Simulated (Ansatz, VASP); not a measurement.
Two plane-wave programs on WS2

Contents of POSCAR:

```
WS2
1.0
    3.1810953814      0.0000000000      0.0000000000
   -1.5905476907      2.6998112239      0.0000000000
    0.0000000000      0.0000000000     16.9507399585
W S
1 2
Direct
    0.3333333333      0.6666666667      0.0000000000
    0.6666666667      0.3333333333      0.9080224901
    0.6666666667      0.3333333333      0.0919775099
```

File INCAR.step1:

```
ALGO = Normal ; EDIFF = 1E-4
ENCUT = 520 ; GGA = PE
ISMEAR = 0 ; LASPH = T
LCHARG = F ; LREAL = F
LWAVE = T ; NBANDS = 20
NELM = 80 ; PREC = Accurate
SIGMA = 0.05
```

File INCAR.step2:

```
ALGO = Normal ; EDIFF = 1E-7
ENCUT = 520 ; ISIF = 2
ISMEAR = 0 ; ISTART = 1
LASPH = T ; LCHARG = T
LELF = T ; LMIXTAU = T
LREAL = F ; LVHAR = T
LWAVE = F ; METAGGA = R2SCAN
NBANDS = 20 ; NELM = 80
PREC = Accurate ; SIGMA = 0.05
```

File KPOINTS:

```
k-points
0
Gamma
  12 12 2
```

Input for Ansatz:

```yaml
crystal:
  lattice:
    - [3.1810953814, 0.0, 0.0]
    - [-1.5905476907, 2.6998112239, 0.0]
    - [0.0, 0.0, 16.9507399585]
  atoms:
    - { symbol: W, position: [0.3333333333, 0.6666666667, 0.0] }
    - { symbol: S, position: [0.6666666667, 0.3333333333, 0.9080224901] }
    - { symbol: S, position: [0.6666666667, 0.3333333333, 0.0919775099] }
basis:
  ecutwfc: 500
kpoints:
  mp_grid: { grid: [12, 12, 2] }
hamiltonian:
  xc: r2scan
scf:
  occupations: { method: gaussian, width: 0.05 }
output:
  forces: true
  stress: true
  eigenvalues: true
  write_density: true
  write_potential: true
  elf: true
  volumetric_format: npy
```

Change from the starting cell: strain -0.0200 x Voigt [0, 1, 0, 0, 0, 0], atoms carried along.

Alike in both runs: task single point; functional r2SCAN; k mesh 12 × 12 × 2; occupations gaussian, width 0.05 eV; no spin polarisation.

```csv
,VASP,Ansatz
version,VASP 6.6.1,Ansatz 0.2.0
potentials or method,"VASP PAW PBE potentials, release 64 (W_sv, S), cutoff 520 eV","scalar-relativistic, plane waves, PAW"
valence electrons in the cell,26,26
```

```tsv
	VASP	Ansatz	Ansatz less VASP
gap on the k mesh at the Fermi level (eV)	2.04	2.04	-0.004
least direct gap on the mesh (eV)	2.04	2.04	-0.004
rms of the force components (eV/Å)	0.137	0.127	-0.0097
```

VASP's potentials were made for PBE, not for r2SCAN. Atom by atom the forces differ by 0.011 eV/Å (rms over components). With one functional, cell and mesh, what is left measures potentials, basis and numerics. Ansatz's warnings: xc potential rough in thin density.

Spin-orbit coupling is off throughout.
